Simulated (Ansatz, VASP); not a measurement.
Si2W in VASP and in Ansatz

The input INCAR:

```
SYSTEM = Si2W
  PREC = Accurate
  ENCUT = 520
  EDIFF = 1E-6
  ISMEAR = 0
  SIGMA = 0.03
  LREAL = .False.
  LASPH = .True.
  NELM = 80
  ALGO = Normal
  ISIF = 2
  LWAVE = .False.
  LCHARG = .False.
  NBANDS = 43
```

Contents of KPOINTS:

```
regular mesh
0
Gamma
  9 9 6
  0 0 0
```

File POSCAR:

```
Si2W
1.0
    4.4733451149      0.0000000000      0.0000000000
   -2.2366725575      3.8740305094      0.0000000000
    0.0000000000      0.0000000000      6.7985899057
Si W
6 3
Direct
    0.8255546399      0.6511092798      0.5000000000
    0.1744453601      0.8255546399      0.8333333333
    0.6511092798      0.8255546399      0.1666666667
    0.1744453601      0.3488907202      0.5000000000
    0.8255546399      0.1744453601      0.8333333333
    0.3488907202      0.1744453601      0.1666666667
    0.0000000000      0.5000000000      0.1666666667
    0.5000000000      0.5000000000      0.8333333333
    0.5000000000      0.0000000000      0.5000000000
```

Input for Ansatz:

```yaml
crystal:
  lattice:
    - [4.4733451149, 0.0, 0.0]
    - [-2.2366725575, 3.8740305094, 0.0]
    - [0.0, 0.0, 6.7985899057]
  atoms:
    - { symbol: Si, position: [0.8255546399, 0.6511092798, 0.5] }
    - { symbol: Si, position: [0.1744453601, 0.8255546399, 0.8333333333] }
    - { symbol: Si, position: [0.6511092798, 0.8255546399, 0.1666666667] }
    - { symbol: Si, position: [0.1744453601, 0.3488907202, 0.5] }
    - { symbol: Si, position: [0.8255546399, 0.1744453601, 0.8333333333] }
    - { symbol: Si, position: [0.3488907202, 0.1744453601, 0.1666666667] }
    - { symbol: W, position: [0.0, 0.5, 0.1666666667] }
    - { symbol: W, position: [0.5, 0.5, 0.8333333333] }
    - { symbol: W, position: [0.5, 0.0, 0.5] }
basis:
  ecutwfc: 420
kpoints:
  mp_grid: { grid: [9, 9, 6] }
hamiltonian:
  xc: lda
  pseudopotentials: { kind: paw, azcp: { folder: soft_1 } }
scf:
  occupations: { method: gaussian, width: 0.03 }
output:
  forces: true
  stress: true
  eigenvalues: true
```

Alike in both runs: task single point; functional LDA; k mesh 9 × 9 × 6; occupations gaussian, width 0.03 eV; no spin polarisation.

|  | VASP | Ansatz |
| --- | --- | --- |
| version | VASP 6.6.1 | Ansatz 0.2.0 |
| potentials or method | VASP PAW LDA potentials, release 64 (Si, W_sv), cutoff 520 eV | scalar-relativistic, plane waves, PAW |
| valence electrons in the cell | 66 | 66 |

```tsv
	VASP	Ansatz	Ansatz less VASP
gap on the k mesh at the Fermi level (eV)	0.42	0.43	+0.006
least direct gap on the mesh (eV)	0.86	0.86	+0.002
pressure (GPa)	2.4	1.7	-0.73
traceless stress, the component that is largest in VASP (GPa)	-9.42	-9.34	+0.074
rms of the force components (eV/Å)	0.684	0.680	-0.0040
```

Ansatz warns that its potentials were made for another functional, while VASP's fit it. LDA's correlation is that of Perdew and Zunger in VASP and of Perdew and Wang (1992) in Ansatz. Atom by atom the forces differ by 0.004 eV/Å (rms over components).

Spin-orbit coupling is off throughout.
